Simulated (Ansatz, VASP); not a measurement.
# MgS in VASP and in Ansatz

```xyz
2
Lattice="0.0000 2.7969 2.7969 2.7969 0.0000 2.7969 2.7969 2.7969 0.0000" Properties=species:S:1:pos:R:3 pbc="T T T"
Mg    0.0000    0.0000    0.0000
S     1.3985    1.3985    1.3985
```

Alike in both runs: task single point; functional LDA; k mesh 8 × 8 × 8; occupations gaussian, width 0.02 eV; no spin polarisation.

```csv
,VASP,Ansatz
version,VASP 6.6.1,Ansatz 0.2.0
potentials or method,"VASP PAW LDA potentials, release 64 (Mg, S), cutoff 600 eV","scalar-relativistic, plane waves, PAW"
valence electrons in the cell,8,16
```

|  | VASP | Ansatz | Ansatz less VASP |
| --- | --- | --- | --- |
| gap on the k mesh at the Fermi level (eV) | 3.38 | 3.36 | -0.012 |
| least direct gap on the mesh (eV) | 3.38 | 3.36 | -0.012 |
| pressure (GPa) | -0.3 | 0.0 | +0.32 |

Ansatz warns that its potentials were made for another functional, while VASP's fit it. LDA's correlation is that of Perdew and Zunger in VASP and of Perdew and Wang (1992) in Ansatz. VASP's potentials hold 8 valence electrons a cell and Ansatz's 16, so a difference there can come from the potentials and not from the codes.
